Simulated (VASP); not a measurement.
Input of a VASP 6.6.1 run:

Contents of POSCAR:

```
CuSb
1.0
    0.0000000000      2.9001448414      2.9001448414
    2.9001448414      0.0000000000      2.9001448414
    2.9001448414      2.9001448414      0.0000000000
Cu Sb
1 1
Direct
    0.0000000000      0.0000000000      0.0000000000
    0.2500000000      0.2500000000      0.2500000000
```

File INCAR.step1:

```
PREC     = Accurate       # precision mode
ENCUT    = 660            # plane-wave cutoff, eV
ISMEAR   = -1             # smearing method
SIGMA    = 0.001          # smearing width, eV
LREAL    = False          # projectors in reciprocal space
LASPH    = True           # aspherical terms in the spheres
NELM     = 120            # most SCF steps
NBANDS   = 15             # bands
GGA      = PE             # functional
ALGO     = Normal         # electronic algorithm
EDIFF    = 1E-5           # SCF threshold, eV
LWAVE    = True           # write WAVECAR
LCHARG   = False          # write CHGCAR
GGA_COMPAT= False
```

Contents of INCAR.step2:

```
PREC     = Accurate       # precision mode
ENCUT    = 660            # plane-wave cutoff, eV
EDIFF    = 1E-6           # SCF threshold, eV
ISMEAR   = -1             # smearing method
SIGMA    = 0.001          # smearing width, eV
LREAL    = False          # projectors in reciprocal space
LASPH    = True           # aspherical terms in the spheres
NELM     = 120            # most SCF steps
ALGO     = Normal         # electronic algorithm
ISIF     = 2              # what is computed and relaxed
LWAVE    = False          # write WAVECAR
LCHARG   = True           # write CHGCAR
METAGGA  = R2SCAN         # meta-GGA
LMIXTAU  = True         
LELF     = True           # ELF
LVHAR    = True         
NBANDS   = 15             # bands
ISTART   = 1            
GGA_COMPAT= False
```

KPOINTS

```
regular mesh
0
Gamma
  10 10 10
```

Potentials or basis: VASP PAW PBE potentials, release 64 (Cu, Sb).

Command:

```console
$ cat potpaw_PBE.64/Cu/POTCAR potpaw_PBE.64/Sb/POTCAR > POTCAR
$ cp INCAR.step1 INCAR
$ mpirun -np 1 vasp_std > vasp.out
$ cp INCAR.step2 INCAR
$ mpirun -np 1 vasp_std > vasp.out
```

(1) What does it give for the pressure?

(2) Predict the band gap on the k mesh.

## Answers

(1) 0.0 GPa.

(2) zero (bands 8 and 9 overlap by 4.08 eV).

Caveat: the PAW data sets were made with another functional, which shifts forces and pressure a little; spin-orbit coupling is left out, which moves the levels of the heavy elements.
